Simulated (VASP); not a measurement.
# TaAl4 (P4/nbm) in VASP: notebook

TaAl4 is run at these levels: PBE; tasks: single point.

Everything below comes from runs of VASP 6.6.1. Logs are shortened: lines on timing, memory, paths and dates and some standing lists are left out, and cuts for length are marked.

### 1 The cell of the first run

Symmetry: P4/nbm, No. 125, tetragonal system. The conventional cell has a = 5.376 Å, b = 5.376 Å, c = 6.386 Å, α = 90.00°, β = 90.00°, γ = 90.00°. Ta (site symmetry 422) has 8 Al at 2.74 Å within 3.6 Å. Within 3.6 Å of Al (site symmetry m) lie 8 Al at 2.72 to 3.26 Å and 2 Ta at 2.74 Å.

### 2 Single point, PBE

Contents of INCAR:

```
SYSTEM = TaAl4
PREC = Accurate ; ENCUT = 520
EDIFF = 1E-6 ; ISMEAR = 0
SIGMA = 0.1 ; LREAL = .FALSE.
LASPH = .TRUE. ; NELM = 60
ALGO = Fast ; ISIF = 2
LWAVE = .FALSE. ; LCHARG = .FALSE.
GGA = PE ; NBANDS = 34
```

Contents of KPOINTS:

```
regular mesh
0
G
  4 4 4
  0 0 0
```

Contents of POSCAR:

```
TaAl4
1.0
    5.3755751905      0.0000000000      0.0000000000
    0.0000000000      5.3755751905      0.0000000000
    0.0000000000      0.0000000000      6.3855936471
Ta Al
2 8
Direct
    0.5000000000      0.5000000000      0.0000000000
    0.0000000000      0.0000000000      0.0000000000
    0.6888695697      0.8111304303      0.2998103881
    0.8111304303      0.3111304303      0.2998103881
    0.1888695697      0.3111304303      0.7001896119
    0.8111304303      0.6888695697      0.7001896119
    0.6888695697      0.1888695697      0.7001896119
    0.3111304303      0.8111304303      0.7001896119
    0.3111304303      0.1888695697      0.2998103881
    0.1888695697      0.6888695697      0.2998103881
```

Potentials or basis: VASP PAW PBE potentials, release 64 (Ta_pv, Al).

Launch:

```bash
$ cat potpaw_PBE.64/Ta_pv/POTCAR potpaw_PBE.64/Al/POTCAR > POTCAR
$ mpirun -np 1 vasp_std > vasp.out
```

OUTCAR:

```text
SYSTEM = TaAl4
   PREC = Accurate
   ENCUT = 520
   EDIFF = 1E-6
   ISMEAR = 0
   LREAL = .FALSE.
   LASPH = .TRUE.
   NELM = 60
   ISIF = 2
   GGA = PE

 ion  position               nearest neighbor table
   1  0.500  0.500  0.000-   3 2.74   4 2.74   5 2.74   6 2.74   7 2.74   8 2.74   9 2.74  10 2.74

   2  0.000  0.000  0.000-   3 2.74   4 2.74   5 2.74   6 2.74   7 2.74   8 2.74   9 2.74  10 2.74

   3  0.689  0.811  0.300-   6 2.72   2 2.74   1 2.74   4 2.77  10 2.77   4 2.77  10 2.77   9 2.87
                             7 3.26   8 3.26
   4  0.811  0.311  0.300-   7 2.72   2 2.74   1 2.74   3 2.77   9 2.77   3 2.77   9 2.77  10 2.87
                             6 3.26   5 3.26
   5  0.189  0.311  0.700-   9 2.72   2 2.74   1 2.74   8 2.77   7 2.77   8 2.77   7 2.77   6 2.87
                             4 3.26  10 3.26
   6  0.811  0.689  0.700-   3 2.72   2 2.74   1 2.74   7 2.77   8 2.77   7 2.77   8 2.77   5 2.87
                             4 3.26  10 3.26
   7  0.689  0.189  0.700-   4 2.72   2 2.74   1 2.74   5 2.77   6 2.77   6 2.77   5 2.77   8 2.87
                             3 3.26   9 3.26
   8  0.311  0.811  0.700-  10 2.72   2 2.74   1 2.74   6 2.77   5 2.77   5 2.77   6 2.77   7 2.87
                             9 3.26   3 3.26
   9  0.311  0.189  0.300-   5 2.72   2 2.74   1 2.74   4 2.77  10 2.77  10 2.77   4 2.77   3 2.87
                             8 3.26   7 3.26
  10  0.189  0.689  0.300-   8 2.72   2 2.74   1 2.74   3 2.77   9 2.77   9 2.77   3 2.77   4 2.87
                             5 3.26   6 3.26

  LATTYP: Found a simple tetragonal cell.
 ALAT       =     5.3755751905
 C/A-ratio  =     1.1878903040

  Lattice vectors:

 A1 = (   5.3755751905,   0.0000000000,   0.0000000000)
 A2 = (   0.0000000000,   5.3755751905,   0.0000000000)
 A3 = (   0.0000000000,   0.0000000000,   6.3855936471)

Analysis of symmetry for initial positions (statically):
=====================================================================
 Subroutine PRICEL returns:
 Original cell was already a primitive cell.

 Routine SETGRP: Setting up the symmetry group for a
 simple tetragonal supercell.

 Subroutine GETGRP returns: Found 16 space group operations
 (whereof  8 operations were pure point group operations)
 out of a pool of 16 trial point group operations.

The static configuration has the point symmetry D_4 .
 The point group associated with its full space group is D_4h.

Analysis of symmetry for dynamics (positions and initial velocities):
=====================================================================
 Subroutine PRICEL returns:
 Original cell was already a primitive cell.

 Routine SETGRP: Setting up the symmetry group for a
 simple tetragonal supercell.

 Subroutine GETGRP returns: Found 16 space group operations
 (whereof  8 operations were pure point group operations)
 out of a pool of 16 trial point group operations.

The dynamic configuration has the point symmetry D_4 .
 The point group associated with its full space group is D_4h.

 Subroutine INISYM returns: Found 16 space group operations
 (whereof  8 operations are pure point group operations),
 and found     1 'primitive' translations

----------------------------------------------------------------------------------------

                                     Primitive cell

  volume of cell :     184.5233

  direct lattice vectors                    reciprocal lattice vectors
     5.375575191  0.000000000  0.000000000     0.186026605  0.000000000  0.000000000
     0.000000000  5.375575191  0.000000000     0.000000000  0.186026605  0.000000000
     0.000000000  0.000000000  6.385593647     0.000000000  0.000000000  0.156602511

  length of vectors
     5.375575191  5.375575191  6.385593647     0.186026605  0.186026605  0.156602511

  position of ions in fractional coordinates (direct lattice)
     0.500000000  0.500000000  0.000000000
     0.000000000  0.000000000  0.000000000
     0.688869570  0.811130430  0.299810388
     0.811130430  0.311130430  0.299810388
     0.188869570  0.311130430  0.700189612
     0.811130430  0.688869570  0.700189612
     0.688869570  0.188869570  0.700189612
     0.311130430  0.811130430  0.700189612
     0.311130430  0.188869570  0.299810388
     0.188869570  0.688869570  0.299810388

  ion indices of the primitive-cell ions
   primitive index   ion index
                 1           1
                 2           2
                 3           3
                 4           4
                 5           5
                 6           6
                 7           7
                 8           8
                 9           9
                10          10

----------------------------------------------------------------------------------------

 KPOINTS: regular mesh

Automatic generation of k-mesh.
 Grid dimensions read from file:
 generate k-points for:    4    4    4

 Generating k-lattice:

  Cartesian coordinates                     Fractional coordinates (reciprocal lattice)
     0.046506651  0.000000000  0.000000000     0.250000000  0.000000000  0.000000000
     0.000000000  0.046506651  0.000000000     0.000000000  0.250000000  0.000000000
     0.000000000  0.000000000  0.039150628     0.000000000  0.000000000  0.250000000

  Length of vectors
     0.046506651  0.046506651  0.039150628

  Shift w.r.t. Gamma in fractional coordinates (k-lattice)
     0.000000000  0.000000000  0.000000000

 Subroutine IBZKPT returns following result:
 ===========================================

 Found     18 irreducible k-points:

 Following reciprocal coordinates:
            Coordinates               Weight
  0.000000  0.000000  0.000000      1.000000
  0.250000  0.000000  0.000000      4.000000
  0.500000  0.000000  0.000000      2.000000
  0.250000  0.250000  0.000000      4.000000
  0.500000  0.250000  0.000000      4.000000
  0.500000  0.500000  0.000000      1.000000
[... 10 lines left out ...]
  0.500000  0.250000  0.500000      4.000000
  0.500000  0.500000  0.500000      1.000000
   k-points           NKPTS =     18   k-points in BZ     NKDIM =     18   number of bands    NBANDS=     34
   number of dos      NEDOS =    301   number of ions     NIONS =     10
   total plane-waves  NPLWV =  76800
   dimension x,y,z NGX =    40 NGY =   40 NGZ =   48
   dimension x,y,z NGXF=    80 NGYF=   80 NGZF=   96
   ions per type =               2   8
   NGX,Y,Z   is equivalent  to a cutoff of  12.37, 12.37, 12.50 a.u.
   NGXF,Y,Z  is equivalent  to a cutoff of  24.74, 24.74, 24.99 a.u.
 SYSTEM =  TaAl4
   PREC   = accura    normal or accurate (medium, high low for compatibility)
   ISTART =      0    job   : 0-new  1-cont  2-samecut
   ICHARG =      2    charge: 1-file 2-atom 10-const
   ISPIN  =      1    spin polarized calculation?
   LNONCOLLINEAR =      F non collinear calculations
   LSORBIT =      F    spin-orbit coupling
   LASPH  =      T    aspherical Exc in radial PAW
   ENCUT  =  520.0 eV  38.22 Ry    6.18 a.u.  10.00 10.00 11.87*2*pi/ulx,y,z
   NELM   =     60;   NELMIN=  2; NELMDL= -5     # of ELM steps
   EDIFF  = 0.1E-05   stopping-criterion for ELM
   LREAL  =      F    real-space projection
   EDIFFG = 0.1E-04   stopping-criterion for IOM
   NSW    =      0    number of steps for IOM
   IBRION =     -1    ionic relax: 0-MD 1-quasi-New 2-CG
   NFREE  =      0    steps in history (QN), initial steepest desc. (CG)
   ISIF   =      2    stress and relaxation
   ISYM   =      2    0-nonsym 1-usesym 2-fastsym
   POTIM  = 0.5000    time-step for ionic-motion
   TEBEG  =    0.0;   TEEND  =   0.0 temperature during run
   PSTRESS=    0.0 pullay stress
   NELECT =      46.0000    total number of electrons
   NUPDOWN=      -1.0000    fix difference up-down
   EMIN   =  10.00;   EMAX   =-10.00  energy-range for DOS
   EFERMI =   0.00;   METHOD = LEGACY
   ISMEAR =     0;   SIGMA  =   0.10  broadening in eV -4-tet -1-fermi 0-gaus
   EFERMI_NEDOS =   21; number of points for ismear=-14 and -15
   IALGO  =     68    algorithm
   IMIX   =      4    mixing-type and parameters
     AMIX     =   0.40;   BMIX     =  1.00
     AMIX_MAG =   1.60;   BMIX_MAG =  1.00
  volume/ion in A,a.u.               =      18.45       124.52
  Fermi-wavevector in a.u.,A,eV,Ry     =   1.030332  1.947045 14.443719  1.061583
  Thomas-Fermi vector in A             =   2.164424
   LORBIT       =      0    0 simple, 1 ext, 2 COOP (PROOUT), +10 PAW based schemes
   GGA     = PE    functional components
   LHFCALC =     F    Hartree Fock is set to
   AEXX    =    0.0000 exact exchange contribution
   IVDW    =     0    specifies the selected vdW correction
   LEPSILON=     F    determine dielectric tensor
   LRPA    =     F    only Hartree local field effects (RPA)
 non-spin polarized calculation
 RMM-DIIS sequential band-by-band and
 Gauss-broadening in eV      SIGMA  =   0.10
  energy-cutoff  :      520.00
  volume of cell :      184.52
 maximum number of plane-waves:      4999
 NGX is ok and might be reduce to    40
   NGX = 19   NGY = 19   NGZ = 23

 number of electron      45.9999996 magnetization

 Free energy of the ion-electron system (eV)
  ---------------------------------------------------
  ext. energy  EPLUGINS =         0.00000000
  ---------------------------------------------------
  free energy    TOTEN  =       -51.48760748 eV

  energy without entropy =      -51.45848195  energy(sigma->0) =      -51.47304472

 E-fermi :   6.1976     XC(G=0): -10.2684

 val. band max:        6.1794036856   @ k =   0.2500   0.2500   0.5000
 cond. band min:       6.2057466853   @ k =   0.5000   0.5000   0.0000
 fundamental gap:      0.0263429997
 Fermi energy:         6.1976069937

 k-point     1 :       0.0000    0.0000    0.0000
  band No.  band energies     occupation
      1     -28.0986      2.00000
      2     -28.0986      2.00000
      3     -28.0583      2.00000
      4     -28.0583      2.00000
      5     -27.9305      2.00000
      6     -27.9207      2.00000
[... 26 lines left out ...]
     33       9.8715      0.00000
     34       9.9462      0.00000
[... 598 lines left out ...]
      4     -28.0550      2.00000
      5     -27.9256      2.00000
      6     -27.9256      2.00000
[... 26 lines left out ...]
     33      10.0278      0.00000
     34      10.0646      0.00000

------------------------ aborting loop because EDIFF is reached ----------------------------------------

  FORCE on cell =-STRESS in cart. coord.  units (eV):
  Direction    XX          YY          ZZ          XY          YZ          ZX
  --------------------------------------------------------------------------------------
  -------------------------------------------------------------------------------------
  Total        0.2164398      0.2164398      0.3614998      0.0000000      0.0000000     -0.0000000
  in kB        1.8793017      1.8793017      3.1388274      0.0000000      0.0000000     -0.0000000
  external PRESSURE =       2.2991436 kB  Pullay stress =       0.0000000 kB

 VOLUME and BASIS-vectors are now :
 -----------------------------------------------------------------------------
  energy-cutoff  :      520.00
  volume of cell :      184.52
      direct lattice vectors                 reciprocal lattice vectors
     5.375575191  0.000000000  0.000000000     0.186026605  0.000000000  0.000000000
     0.000000000  5.375575191  0.000000000     0.000000000  0.186026605  0.000000000
     0.000000000  0.000000000  6.385593647     0.000000000  0.000000000  0.156602511

 POSITION                                       TOTAL-FORCE (eV/Angst)
 -----------------------------------------------------------------------------------
      2.68779      2.68779      0.00000         0.000000      0.000000      0.000000
      0.00000      0.00000      0.00000         0.000000      0.000000     -0.000000
      3.70307      4.36029      1.91447        -0.006721      0.006721      0.015597
      4.36029      1.67251      1.91447         0.006721      0.006721      0.015597
      1.01528      1.67251      4.47113        -0.006721      0.006721     -0.015597
      4.36029      3.70307      4.47113         0.006721     -0.006721     -0.015597
      3.70307      1.01528      4.47113        -0.006721     -0.006721     -0.015597
      1.67251      4.36029      4.47113         0.006721      0.006721     -0.015597
      1.67251      1.01528      1.91447         0.006721     -0.006721      0.015597
      1.01528      3.70307      1.91447        -0.006721     -0.006721      0.015597
 -----------------------------------------------------------------------------------
    total drift:                               -0.000000     -0.000000     -0.000000

  FREE ENERGIE OF THE ION-ELECTRON SYSTEM (eV)
  ---------------------------------------------------
  free  energy   TOTEN  =       -51.4876074840 eV

  energy  without entropy=      -51.4584819471  energy(sigma->0) =      -51.47304472
```

Run time: 47 s. Hardware: 1 thread of Intel Xeon 6975P-C (Granite Rapids), shared host; peak memory 0.31 GiB.

Results:

```
Free energy            : -51.4876 eV
Pressure               : 0.2 GPa
Largest force          : 0.018 eV/Å
Band gap on the k mesh : zero (band 23 reaches 7.15 eV, above the bottom of band 24 at 5.88 eV)
```

Forces on the atoms (eV/Å):
```
Ta   0.000  0.000  0.000
Ta   0.000  0.000  0.000
Al  -0.007  0.007  0.016
Al   0.007  0.007  0.016
Al  -0.007  0.007 -0.016
Al   0.007 -0.007 -0.016
Al  -0.007 -0.007 -0.016
Al   0.007  0.007 -0.016
Al   0.007 -0.007  0.016
Al  -0.007 -0.007  0.016
```

Stress tensor (GPa, compression positive):
```
0.19 0.00 0.00
0.00 0.19 0.00
0.00 0.00 0.31
```

Levels at points of the mesh, in eV from the Fermi level:
```tsv
k point	band 20	band 21	band 22	band 23	band 24	band 25	band 26	band 27
(0.00, 0.00, 0.00)	-0.89	-0.89	-0.72	-0.09	-0.09	-0.06	-0.06	1.25
(0.50, 0.00, 0.00)	-1.18	-0.63	-0.63	-0.21	-0.21	0.99	0.99	1.04
(0.50, 0.50, 0.00)	-0.31	-0.14	-0.14	0.01	0.01	1.28	1.28	2.27
(0.00, 0.00, 0.50)	-1.38	-1.38	-0.73	-0.73	0.11	1.31	1.63	1.65
(0.50, 0.00, 0.50)	-1.52	-0.62	-0.62	0.08	0.08	0.65	0.65	0.70
(0.50, 0.50, 0.50)	-0.53	0.15	0.15	0.95	0.95	1.69	1.69	2.24
```

Caveat: spin-orbit coupling is left out, which moves the levels of the heavy elements.

### 3 Single point, PBE

This run uses another cell than the first one, of 15.64 Å³/atom, 0.848 times its volume.

Contents of INCAR:

```
PREC = Accurate
ENCUT = 520
EDIFF = 1E-7
ISMEAR = 0
SIGMA = 0.1
LREAL = False
LASPH = True
NELM = 60
ALGO = Normal
ISIF = 2
LWAVE = False
LCHARG = True
GGA = PE
LELF = True
LVHAR = True
NBANDS = 34
```

Contents of KPOINTS:

```
Automatic mesh
0
Gamma
  4 4 4
```

Contents of POSCAR:

```
TaAl4
1.0
    5.5723754400      0.0000000000      0.0000000000
    0.0000000000      5.5723754400      0.0000000000
    0.0000000000      0.0000000000      5.0366764200
Ta Al
2 8
Direct
    0.5000000000      0.5000000000      0.0000000000
    0.0000000000      0.0000000000      0.0000000000
    0.6738500600      0.8261499400      0.2517777400
    0.8261499400      0.3261499400      0.2517777400
    0.1738500600      0.3261499400      0.7482222600
    0.8261499400      0.6738500600      0.7482222600
    0.6738500600      0.1738500600      0.7482222600
    0.3261499400      0.8261499400      0.7482222600
    0.3261499400      0.1738500600      0.2517777400
    0.1738500600      0.6738500600      0.2517777400
```

Potentials or basis: VASP PAW PBE potentials, release 64 (Ta_pv, Al).

Launch:

```bash
$ cat potpaw_PBE.64/Ta_pv/POTCAR potpaw_PBE.64/Al/POTCAR > POTCAR
$ mpirun -np 1 vasp_std > vasp.out
```

Run time: 41 s. Hardware: 1 thread of Intel Xeon 6975P-C (Granite Rapids), shared host; peak memory 0.28 GiB.

Results (log left out):

* Free energy: -44.6694 eV
* Pressure: 32.7 GPa
* Largest force: 2.890 eV/Å
* Band gap on the k mesh: zero (band 23 reaches 8.51 eV, above the bottom of band 24 at 7.43 eV)

Forces in eV/Å, atoms in the order of the input:
```
Ta   0.000  0.000  0.000
Ta   0.000  0.000  0.000
Al  -0.524  0.524  2.793
Al   0.524  0.524  2.793
Al  -0.524  0.524 -2.793
Al   0.524 -0.524 -2.793
Al  -0.524 -0.524 -2.793
Al   0.524  0.524 -2.793
Al   0.524 -0.524  2.793
Al  -0.524 -0.524  2.793
```

Stress tensor (GPa, compression positive):
```
31.19  0.00  0.00
 0.00 31.19  0.00
 0.00  0.00 35.85
```

Levels at points of the mesh, in eV from the Fermi level:
```csv
k point,band 20,band 21,band 22,band 23,band 24,band 25
"(0.00, 0.00, 0.00)",-1.13,-0.91,-0.91,-0.78,-0.52,-0.52
"(0.50, 0.00, 0.00)",-1.62,-1.32,-1.32,-0.30,-0.30,1.41
"(0.50, 0.50, 0.00)",-1.58,-1.18,-1.18,-0.31,-0.31,0.57
"(0.00, 0.00, 0.50)",-1.46,-0.18,-0.12,0.50,0.50,0.58
"(0.50, 0.00, 0.50)",-1.01,-1.00,-1.00,0.53,0.53,0.79
"(0.50, 0.50, 0.50)",-1.57,-0.54,-0.54,0.56,0.56,1.69
```

Caveat: spin-orbit coupling is left out, which moves the levels of the heavy elements; forces of over 1 eV/Å act on the atoms, so gaps and moduli don't describe the material at rest.
